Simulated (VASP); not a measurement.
A run of VASP 6.6.1 is set up as follows.

Contents of INCAR:

```
SYSTEM = TiO2
ALGO = Normal
EDIFF = 1E-7
ENCUT = 520
GGA = PE
ISIF = 2
ISMEAR = 0
LASPH = .TRUE.
LCHARG = .FALSE.
LREAL = .FALSE.
LWAVE = .FALSE.
NBANDS = 33
NELM = 60
PREC = Accurate
SIGMA = 0.05
```

The input KPOINTS:

```
k-points
0
G
  8 8 10
  0 0 0
```

The input POSCAR:

```
TiO2
1.0
    4.4986479789      0.0000000000      0.0000000000
    0.0000000000      4.4986479789      0.0000000000
    0.0000000000      0.0000000000      2.9893515819
Ti O
2 4
Direct
    0.0000000000      0.0000000000      0.0000000000
    0.5000000000      0.5000000000      0.5000000000
    0.3050970583      0.3050970583      0.0000000000
    0.1949029417      0.8050970583      0.5000000000
    0.6949029417      0.6949029417      0.0000000000
    0.8050970583      0.1949029417      0.5000000000
```

Potentials or basis: VASP PAW PBE potentials, release 64 (Ti_sv, O).

Run with:

```sh
$ cat potpaw_PBE.64/Ti_sv/POTCAR potpaw_PBE.64/O/POTCAR > POTCAR
$ mpirun -np 1 vasp_std > vasp.out
```

Task: Predict the band gap on the k mesh.

Result: 1.90 eV, direct.

Task: Estimate the pressure.

Result: 13.0 GPa.

Task: What does it give for the largest force?

Result: 0.222 eV/Å.

Forces in eV/Å, atoms in the order of the input:
```
Ti   0.000  0.000  0.000
Ti   0.000  0.000  0.000
O   -0.157 -0.157  0.000
O    0.157 -0.157  0.000
O    0.157  0.157  0.000
O   -0.157  0.157  0.000
```

 A k mesh can miss the band edges.
